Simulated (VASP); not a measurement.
# H4CO in VASP: a series of runs

H4CO is run at these levels: PBE+D3(BJ); tasks: single point, relaxation of the atoms.

Program: VASP 6.6.1. These are calculated values, not measurements. Logs are shortened: lines on timing, memory, paths and dates and some standing lists are left out, and cuts for length are marked.

**1. The cell of the first run**

The cell holds a disordered packing, 36 atoms: a = 7.380 Å, b = 7.380 Å, c = 7.380 Å, α = 90.00°, β = 90.00°, γ = 90.00°.

**2. Single point, PBE+D3(BJ)**

Input file INCAR:

```
PREC = Accurate
ENCUT = 520
EDIFF = 1E-7
ISMEAR = -1
SIGMA = 0.05
LREAL = Auto
LASPH = T
NELM = 100
ALGO = Normal
ISIF = 2
LWAVE = F
LCHARG = T
GGA = PE
IVDW = 12
LELF = T
LVHAR = T
NBANDS = 66
```

Input file KPOINTS:

```
regular mesh
0
Gamma
  1 1 1
```

Input file POSCAR:

```
H4CO
1.0
    7.3803230000      0.0000000000      0.0000000000
    0.0000000000      7.3803230000      0.0000000000
    0.0000000000      0.0000000000      7.3803230000
C O H
6 6 24
Direct
    0.7476231054      0.5227684479      0.0670973344
    0.0167878831      0.8397599942      0.8599894612
    0.5266707162      0.4441675520      0.5831723083
    0.1795178883      0.7688823375      0.3306765842
    1.0121779223      0.2787005393      0.4848839272
    0.5611678513      0.0252834463      0.1496546967
    0.5977516160      0.6020874696     -0.0122894350
    0.1059980708      0.6733987117      0.8383779409
    0.5636880662      0.3474238187      0.7368647687
    0.2107766828      0.6019248751      0.2151396355
    0.9997936405      0.4262279578      0.6070195031
    0.5963695627     -0.1368639286      0.2494741761
    0.7257947925      0.3885195811      0.1365116405
    0.5471711739      0.5217522323     -0.0950093919
    0.8468193059      0.5170098924     -0.0229529250
    0.7936509012      0.6194850822      0.1704261453
   -0.1157808405      0.8127422065      0.9172904763
    0.0406892761      0.6194850822      0.7154022934
    0.0943590138      0.9367747184      0.9591043644
   -0.0065308795      0.9044048614      0.7275020348
    0.5317517946      0.5810721292      0.6529524521
    0.5414261679      0.2224834875      0.7044407135
    0.6212600722      0.4376773212      0.4688277193
    0.3838585384      0.4189383039      0.5337842260
    0.3030084185      0.7992333127      0.4272170744
    0.2440408096      0.6571121616      0.0931802036
    0.1706700371      0.8859232855      0.2367240567
    0.0506752889      0.7624869535      0.3999011967
    1.1279994114      0.2957729628      0.3809589364
    0.8958821992      0.3938581008      0.6830595355
    1.0537208195      0.1520936143      0.5396918265
    0.8820345668      0.2594737385      0.4017845831
    0.4248730035      0.0747799249      0.1906014141
    0.5511005413     -0.2428349003      0.1940836465
    0.6684937773      0.1178132719      0.1941378446
    0.5865054958     -0.0058805014      0.0014362515
```

Potentials or basis: VASP PAW PBE potentials, release 64 (C, O, H).

Command:

```bash
cat potpaw_PBE.64/C/POTCAR potpaw_PBE.64/O/POTCAR potpaw_PBE.64/H/POTCAR > POTCAR
mpirun -np 1 vasp_gam > vasp.out
```

OUTCAR:

```text
PREC = Accurate
   ENCUT = 520
   EDIFF = 1E-7
   ISMEAR = -1
   LREAL = Auto
   LASPH = T
   NELM = 100
   ISIF = 2
   GGA = PE
   IVDW = 12
 IVDW          = 12

 ion  position               nearest neighbor table
   1  0.748  0.523  0.067-  15 0.99  16 1.10  13 1.13   7 1.38
   2  0.017  0.840  0.860-  17 1.08  20 1.10  19 1.17   8 1.40
   3  0.527  0.444  0.583-  23 1.10  24 1.13  21 1.13   9 1.37
   4  0.180  0.769  0.331-  28 1.08  27 1.11  25 1.18  10 1.52
   5  0.012  0.279  0.485-  31 1.06  32 1.15  29 1.16  11 1.42
   6  0.561  0.025  0.150-  35 1.10  33 1.11  36 1.13  12 1.43
   7  0.598  0.602  0.988-  14 0.93   1 1.38
   8  0.106  0.673  0.838-  18 1.10   2 1.40
   9  0.564  0.347  0.737-  22 0.97   3 1.37
  10  0.211  0.602  0.215-  26 1.02   4 1.52
  11  1.000  0.426  0.607-  30 0.98   5 1.42
  12  0.596  0.863  0.249-  34 0.94   6 1.43
  13  0.726  0.389  0.137-   1 1.13
  14  0.547  0.522  0.905-   7 0.93
  15  0.847  0.517  0.977-   1 0.99
  16  0.794  0.619  0.170-   1 1.10
  17  0.884  0.813  0.917-   2 1.08
  18  0.041  0.619  0.715-   8 1.10
[... 16 lines left out ...]
  35  0.668  0.118  0.194-   6 1.10
  36  0.587  0.994  0.001-   6 1.13

  LATTYP: Found a simple cubic cell.
 ALAT       =     7.3803230000

  Lattice vectors:

 A1 = (   7.3803230000,   0.0000000000,   0.0000000000)
 A2 = (   0.0000000000,   7.3803230000,   0.0000000000)
 A3 = (   0.0000000000,   0.0000000000,   7.3803230000)

Analysis of symmetry for initial positions (statically):
=====================================================================
 Subroutine PRICEL returns:
 Original cell was already a primitive cell.

 Routine SETGRP: Setting up the symmetry group for a
 simple cubic supercell.

 Subroutine GETGRP returns: Found  1 space group operations
 (whereof  1 operations were pure point group operations)
 out of a pool of 48 trial point group operations.

The static configuration has the point symmetry C_1 .

Analysis of symmetry for dynamics (positions and initial velocities):
=====================================================================
 Subroutine PRICEL returns:
 Original cell was already a primitive cell.

 Routine SETGRP: Setting up the symmetry group for a
 simple cubic supercell.

 Subroutine GETGRP returns: Found  1 space group operations
 (whereof  1 operations were pure point group operations)
 out of a pool of 48 trial point group operations.

The dynamic configuration has the point symmetry C_1 .

 Subroutine INISYM returns: Found  1 space group operations
 (whereof  1 operations are pure point group operations),
 and found     1 'primitive' translations

----------------------------------------------------------------------------------------

                                     Primitive cell

  volume of cell :     402.0001

  direct lattice vectors                    reciprocal lattice vectors
     7.380323000  0.000000000  0.000000000     0.135495425  0.000000000  0.000000000
     0.000000000  7.380323000  0.000000000     0.000000000  0.135495425  0.000000000
     0.000000000  0.000000000  7.380323000     0.000000000  0.000000000  0.135495425

  length of vectors
     7.380323000  7.380323000  7.380323000     0.135495425  0.135495425  0.135495425

  position of ions in fractional coordinates (direct lattice)
     0.747623105  0.522768448  0.067097334
     0.016787883  0.839759994  0.859989461
     0.526670716  0.444167552  0.583172308
     0.179517888  0.768882338  0.330676584
     0.012177922  0.278700539  0.484883927
     0.561167851  0.025283446  0.149654697
[... 28 lines left out ...]
     0.668493777  0.117813272  0.194137845
     0.586505496  0.994119499  0.001436252

  ion indices of the primitive-cell ions
   primitive index   ion index
                 1           1
                 2           2
                 3           3
                 4           4
                 5           5
                 6           6
[... 28 lines left out ...]
                35          35
                36          36

----------------------------------------------------------------------------------------

 KPOINTS: regular mesh

Automatic generation of k-mesh.
 Grid dimensions read from file:
 generate k-points for:    1    1    1

 Generating k-lattice:

  Cartesian coordinates                     Fractional coordinates (reciprocal lattice)
     0.135495425  0.000000000  0.000000000     1.000000000  0.000000000  0.000000000
     0.000000000  0.135495425  0.000000000     0.000000000  1.000000000  0.000000000
     0.000000000  0.000000000  0.135495425     0.000000000  0.000000000  1.000000000

  Length of vectors
     0.135495425  0.135495425  0.135495425

  Shift w.r.t. Gamma in fractional coordinates (k-lattice)
     0.000000000  0.000000000  0.000000000

 Subroutine IBZKPT returns following result:
 ===========================================

 Found      1 irreducible k-points:

 Following reciprocal coordinates:
            Coordinates               Weight
  0.000000  0.000000  0.000000      1.000000
   k-points           NKPTS =      1   k-points in BZ     NKDIM =      1   number of bands    NBANDS=     66
   number of dos      NEDOS =    301   number of ions     NIONS =     36
   total plane-waves  NPLWV = 175616
   dimension x,y,z NGX =    56 NGY =   56 NGZ =   56
   dimension x,y,z NGXF=   112 NGYF=  112 NGZF=  112
   ions per type =               6   6  24
   NGX,Y,Z   is equivalent  to a cutoff of  12.61, 12.61, 12.61 a.u.
   NGXF,Y,Z  is equivalent  to a cutoff of  25.23, 25.23, 25.23 a.u.
 SYSTEM =  unknown system
   PREC   = accura    normal or accurate (medium, high low for compatibility)
   ISTART =      0    job   : 0-new  1-cont  2-samecut
   ICHARG =      2    charge: 1-file 2-atom 10-const
   ISPIN  =      1    spin polarized calculation?
   LNONCOLLINEAR =      F non collinear calculations
   LSORBIT =      F    spin-orbit coupling
   LASPH  =      T    aspherical Exc in radial PAW
   ENCUT  =  520.0 eV  38.22 Ry    6.18 a.u.  13.72 13.72 13.72*2*pi/ulx,y,z
   NELM   =    100;   NELMIN=  2; NELMDL= -5     # of ELM steps
   EDIFF  = 0.1E-06   stopping-criterion for ELM
   LREAL  =      T    real-space projection
   EDIFFG = 0.1E-05   stopping-criterion for IOM
   NSW    =      0    number of steps for IOM
   IBRION =     -1    ionic relax: 0-MD 1-quasi-New 2-CG
   NFREE  =      0    steps in history (QN), initial steepest desc. (CG)
   ISIF   =      2    stress and relaxation
   ISYM   =      2    0-nonsym 1-usesym 2-fastsym
   POTIM  = 0.5000    time-step for ionic-motion
   TEBEG  =    0.0;   TEEND  =   0.0 temperature during run
   PSTRESS=    0.0 pullay stress
   NELECT =      84.0000    total number of electrons
   NUPDOWN=      -1.0000    fix difference up-down
   EMIN   =  10.00;   EMAX   =-10.00  energy-range for DOS
   EFERMI =   0.00;   METHOD = LEGACY
   ISMEAR =    -1;   SIGMA  =   0.05  broadening in eV -4-tet -1-fermi 0-gaus
   EFERMI_NEDOS =   21; number of points for ismear=-14 and -15
   IALGO  =     38    algorithm
   IMIX   =      4    mixing-type and parameters
     AMIX     =   0.40;   BMIX     =  1.00
     AMIX_MAG =   1.60;   BMIX_MAG =  1.00
  volume/ion in A,a.u.               =      11.17        75.36
  Fermi-wavevector in a.u.,A,eV,Ry     =   0.971462  1.835797 12.840345  0.943739
  Thomas-Fermi vector in A             =   2.101681
   LORBIT       =      0    0 simple, 1 ext, 2 COOP (PROOUT), +10 PAW based schemes
   GGA     = PE    functional components
   LHFCALC =     F    Hartree Fock is set to
   AEXX    =    0.0000 exact exchange contribution
   IVDW    =    12    specifies the selected vdW correction
   LEPSILON=     F    determine dielectric tensor
   LRPA    =     F    only Hartree local field effects (RPA)
 non-spin polarized calculation
  energy-cutoff  :      520.00
  volume of cell :      402.00
 maximum number of plane-waves:      5414
 NGX is ok and might be reduce to    54
   NGX = 27   NGY = 27   NGZ = 27

 number of electron      83.9999997 magnetization

 Free energy of the ion-electron system (eV)
  ---------------------------------------------------
  ext. energy  EPLUGINS =         0.00000000
  ---------------------------------------------------
  free energy    TOTEN  =      -180.09255889 eV

  energy without entropy =     -180.09255889  energy(sigma->0) =     -180.09255889

 E-fermi :  -1.4762     XC(G=0):  -6.3548

 val. band max:       -2.7256013247   @ k =   0.0000   0.0000   0.0000
 cond. band min:       1.4070563614   @ k =   0.0000   0.0000   0.0000
 fundamental gap:      4.1326576861
 Fermi energy:        -1.4761971537

 k-point     1 :       0.0000    0.0000    0.0000
  band No.  band energies     occupation
      1     -24.0117      2.00000
      2     -23.3784      2.00000
      3     -22.9516      2.00000
      4     -22.0967      2.00000
      5     -21.9266      2.00000
      6     -21.2772      2.00000
[... 46 lines left out ...]
     53       4.8836      0.00000
     54       5.2110      0.00000
 [bands above 54 left out]

------------------------ aborting loop because EDIFF is reached ----------------------------------------

 Edisp (eV)   -1.23477

 E8    (eV) :    -0.2674

  FORCE on cell =-STRESS in cart. coord.  units (eV):
  Direction    XX          YY          ZZ          XY          YZ          ZX
  --------------------------------------------------------------------------------------
  -------------------------------------------------------------------------------------
  Total       0.39760     3.99035    -1.52544    -3.13215    -4.81318    -2.26448
  in kB       1.58466    15.90362    -6.07968   -12.48322   -19.18299    -9.02512
  external pressure =        3.80 kB  Pullay stress =        0.00 kB

 VOLUME and BASIS-vectors are now :
 -----------------------------------------------------------------------------
  energy-cutoff  :      520.00
  volume of cell :      402.00
      direct lattice vectors                 reciprocal lattice vectors
     7.380323000  0.000000000  0.000000000     0.135495425  0.000000000  0.000000000
     0.000000000  7.380323000  0.000000000     0.000000000  0.135495425  0.000000000
     0.000000000  0.000000000  7.380323000     0.000000000  0.000000000  0.135495425

 POSITION                                       TOTAL-FORCE (eV/Angst)
 -----------------------------------------------------------------------------------
      5.51770      3.85820      0.49520        -1.653736     -0.207786      3.858885
      0.12390      6.19770      6.34700         0.341377      1.455087      1.024276
      3.88700      3.27810      4.30400        -1.923674      3.314547     -0.579246
      1.32490      5.67460      2.44050         2.075416     -0.176546     -0.684007
      0.08988      2.05690      3.57860         0.405231      0.289888     -3.391617
      4.14160      0.18660      1.10450         0.441071     -1.282645     -0.197073
[... 28 lines left out ...]
      4.93370      0.86950      1.43280        -0.189002      0.348595     -0.072465
      4.32860      7.33692      0.01060        -0.680593      0.573077      0.684778
 -----------------------------------------------------------------------------------
    total drift:                               -0.003840     -0.001898     -0.005000

  FREE ENERGIE OF THE ION-ELECTRON SYSTEM (eV)
  ---------------------------------------------------
  free  energy   TOTEN  =      -181.3273301326 eV

  energy  without entropy=     -181.3273301326  energy(sigma->0) =     -181.32733013
```

It took 41 s on 1 thread of Intel Xeon 6975P-C (Granite Rapids), shared host; peak memory 0.38 GiB.

Results:

```yaml
Free_energy: -181.3273 eV
Pressure: 0.4 GPa
Largest_force: 4.799 eV/Å
Band_gap_on_the_k_mesh: 4.13 eV
Dispersion_energy_per_atom: -0.034 eV
```

Forces on the atoms (eV/Å):
```
C   -1.654 -0.208  3.859
C    0.341  1.455  1.024
C   -1.924  3.315 -0.579
C    2.075 -0.177 -0.684
C    0.405  0.290 -3.392
C    0.441 -1.283 -0.197
O   -0.792  2.280  1.309
O   -0.891 -1.240 -3.062
O    1.000 -2.806  0.978
O    0.209  2.403 -0.088
O   -0.589 -0.611  0.203
O    0.982  1.395  1.633
H   -0.143  0.551 -0.451
H   -1.101 -1.804 -1.504
H    3.710 -0.744 -2.953
H    0.104 -0.188  0.197
H   -0.642  0.352  0.428
H    2.225  0.582  2.793
H   -0.763 -1.102 -1.307
H    0.205  0.443  0.086
H   -0.246 -0.024 -1.790
H    0.083 -0.649  0.597
H    0.280 -0.189  0.099
H    0.836  0.295  0.134
H   -1.638 -0.671 -1.055
H   -0.527 -1.181  1.309
H    0.016 -0.117  0.287
H   -0.314 -0.448  0.394
H   -1.253  0.707  0.905
H    0.115  0.231  0.174
H   -0.148 -1.112  1.300
H    1.035  0.152  0.724
H    0.263  0.275 -0.731
H   -0.833 -1.093 -1.251
H   -0.189  0.349 -0.072
H   -0.681  0.573  0.685
```

Stress tensor (GPa, compression positive):
```
 0.16 -1.25 -0.90
-1.25  1.59 -1.92
-0.90 -1.92 -0.61
```

Caveat: the k points lie up to 0.85 Å⁻¹ apart, too coarse for converged energies, forces and pressures; the atoms stand as in a frame of molecular dynamics.

**3. Single point, PBE+D3(BJ)**

Input file INCAR:

```
SYSTEM = H4CO
PREC = Accurate ; ENCUT = 520
EDIFF = 1E-6 ; ISMEAR = -1
SIGMA = 0.05 ; LREAL = Auto
LASPH = .True. ; NELM = 80
ALGO = Normal ; ISIF = 2
LWAVE = .False. ; LCHARG = .True.
GGA = PE ; IVDW = 12
LELF = .True. ; LVHAR = .True.
NBANDS = 66
```

Input file KPOINTS:

```
Automatic mesh
0
Gamma
  1 1 1
  0 0 0
```

Input file POSCAR:

```
H4CO
1.0
    7.3803230000      0.0000000000      0.0000000000
    0.0000000000      7.3803230000      0.0000000000
    0.0000000000      0.0000000000      7.3803230000
C O H
6 6 24
Direct
    0.7704811835      0.4963874887      0.0546046562
    0.0428978515      0.8655718727      0.8405323182
    0.5736876286      0.4517146472      0.5499081815
    0.1271624562      0.7431382068      0.3259342443
    1.0012569911      0.2834022305      0.4832715316
    0.5442580223      0.0429520497      0.1922680078
    0.6271676727      0.6124799687      0.0161239556
    0.1367284332      0.6972323569      0.8470902967
    0.5431876085      0.3334813395      0.6889806855
    0.1950456640      0.5971960848      0.1999234993
    0.9671256936      0.3961615230      0.6347418670
    0.5969657426     -0.1258346010      0.2676034640
    0.7704269854      0.3632632339     -0.0206224037
    0.5115494268      0.5745277002      0.0474911464
    0.8876034287      0.5587153841      0.0422610230
    0.7592486128      0.4465793706      0.1948424209
    0.0126688222      0.9271545432      0.9668953513
    0.0952668332      0.6005970199      0.7797219715
    0.1101035822      0.9556492311      0.7311739608
   -0.0892779354      0.8467109095      0.7747899381
    0.7008636343      0.5227819975      0.5850014965
    0.4169600707      0.2708147055      0.6956199613
    0.5785654639      0.4026111052      0.4128139107
    0.4545736006      0.5361824950      0.5333912892
    0.1444381228      0.8939039660      0.2779688640
    0.2199632726      0.6462318790      0.0818392366
   -0.0155413252      0.7412277213      0.3199859952
    0.1600471958      0.7186406340      0.4696542414
    1.0006472616      0.3578705160      0.3457165764
    0.9134288567      0.3237663175      0.7334096353
    1.1409934226      0.2459377455      0.4953441740
    0.9092826967      0.1548035228      0.4806429204
    0.4069469588      0.0642790295      0.2339193014
    0.6299046803     -0.2105463406      0.1751142870
    0.6196205776      0.1603452857      0.2445150436
    0.5667367133      0.0404318348      0.0392259255
```

Potentials or basis: VASP PAW PBE potentials, release 64 (C, O, H).

Command:

```bash
cat potpaw_PBE.64/C/POTCAR potpaw_PBE.64/O/POTCAR potpaw_PBE.64/H/POTCAR > POTCAR
mpirun -np 1 vasp_gam > vasp.out
```

Run time: 32 s. Hardware: 1 thread of Intel Xeon 6975P-C (Granite Rapids), shared host; peak memory 0.38 GiB.

The run converged. Its results:

```
Free energy                : -181.3262 eV
Pressure                   : 0.9 GPa
Largest force              : 5.991 eV/Å
Band gap on the k mesh     : 4.20 eV
Dispersion energy per atom : -0.034 eV
```

Forces on the atoms (eV/Å):
```
C   -4.000 -4.255  1.338
C   -0.287 -0.392 -3.966
C   -0.724  1.868 -0.678
C    0.602  0.707 -1.704
C   -0.633 -0.984 -1.333
C    0.922 -0.507 -1.315
O    1.975  2.133 -1.465
O    2.109  2.543  2.718
O   -1.885 -3.428  2.164
O   -0.117  0.859  2.579
O   -0.490  0.393  0.883
O    0.254  0.958  1.561
H   -0.151  0.754 -0.281
H   -2.173 -1.368  0.766
H    4.212  2.456 -0.691
H    0.171  0.131  0.280
H    0.484  0.401  1.242
H   -1.687 -2.002 -2.052
H   -0.177 -0.317  1.592
H   -0.393 -0.221  0.142
H   -0.572  0.157 -0.346
H    2.340  1.435 -0.650
H    0.638 -1.227 -0.785
H   -0.111  1.261  0.276
H    0.883 -1.803  0.585
H   -0.351  0.665 -0.950
H   -1.843 -0.531  0.013
H    0.712 -0.013 -0.469
H   -0.570 -0.360  1.525
H    0.086  0.332 -0.572
H    1.023 -0.891 -0.129
H    0.948  1.506 -0.112
H   -1.183  0.353 -0.278
H    0.160 -0.670 -1.091
H    0.411 -0.168  0.195
H   -0.583  0.222  1.006
```

Stress tensor (GPa, compression positive):
```
 2.97 -0.15  0.87
-0.15 -0.17  0.01
 0.87  0.01 -0.03
```

Levels at points of the mesh, in eV from the valence-band top:
```csv
k point,band 40,band 41,band 42,band 43,band 44,band 45
"(0.00, 0.00, 0.00)",-0.47,-0.17,0.00,4.20,5.41,5.69
```

Caveat: the k points lie up to 0.85 Å⁻¹ apart, too coarse for converged energies, forces and pressures; the atoms stand as in a frame of molecular dynamics.

(Continued in part 2 of 2.)
